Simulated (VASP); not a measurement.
Input of a VASP 6.6.1 run:

Contents of INCAR:

```
ALGO     = Normal         # electronic algorithm
DIPOL    = 0.5 0.5 0.323
EDIFF    = 1E-6           # SCF threshold, eV
ENCUT    = 520            # plane-wave cutoff, eV
GGA      = PE             # functional
IDIPOL   = 3            
ISIF     = 2              # what is computed and relaxed
ISMEAR   = 0              # smearing method
IVDW     = 12             # dispersion correction
LASPH    = T              # aspherical terms in the spheres
LCHARG   = F              # write CHGCAR
LDIPOL   = T            
LREAL    = F              # projectors in reciprocal space
LWAVE    = F              # write WAVECAR
NBANDS   = 37             # bands
NELM     = 80             # most SCF steps
PREC     = Accurate       # precision mode
SIGMA    = 0.05           # smearing width, eV
```

File KPOINTS:

```
k-points
0
Gamma
  8 7 1
```

File POSCAR:

```
C5N
1.0
    3.6473242087      0.0000000000      0.0000000000
   -1.6658829526      3.9310150920      0.0000000000
    0.0000000000      0.0000000000     23.1309581756
C N
10 2
Direct
    0.5001799340      0.3333933113      0.1729284178
    0.4998200660      0.6666066887      0.1729284178
    0.5001799340      0.8333933113      0.2262110668
    0.4998200660      0.1666066887      0.2262110668
    0.5000212336      0.3353169660      0.2794744906
    0.4999787664      0.6646830340      0.2794744906
    0.5001286265      0.8366480411      0.3329734377
    0.4998713735      0.1633519589      0.3329734377
    0.4997623706      0.3544335280      0.3817809063
    0.5002376294      0.6455664720      0.3817809063
    0.7497623706      1.1044335280      0.5201236405
    0.7497623706      1.1044335280      0.5676789554
```

Potentials or basis: VASP PAW PBE potentials, release 64 (C, N).

Run with:

```bash
$ cat potpaw_PBE.64/C/POTCAR potpaw_PBE.64/N/POTCAR > POTCAR
$ mpirun -np 1 vasp_std > vasp.out
```

**Question.** What does it give for the dispersion energy per atom?

**Answer.** -0.106 eV.

**Question.** Predict the largest force.

**Answer.** 6.776 eV/Å.

Forces in eV/Å, atoms in the order of the input:
```
C   -2.626  6.142  1.136
C    2.626 -6.142  1.135
C   -0.161  0.383 -1.175
C    0.162 -0.383 -1.175
C    0.007 -0.006  0.003
C   -0.007  0.008  0.002
C   -0.010  0.022  0.014
C    0.011 -0.026  0.020
C    0.015 -0.042  0.023
C   -0.023  0.046  0.039
N    0.009 -0.002 -2.141
N   -0.003  0.001  2.118
```

Caveat: the standard files for N, O and F lose accuracy on very short bonds.
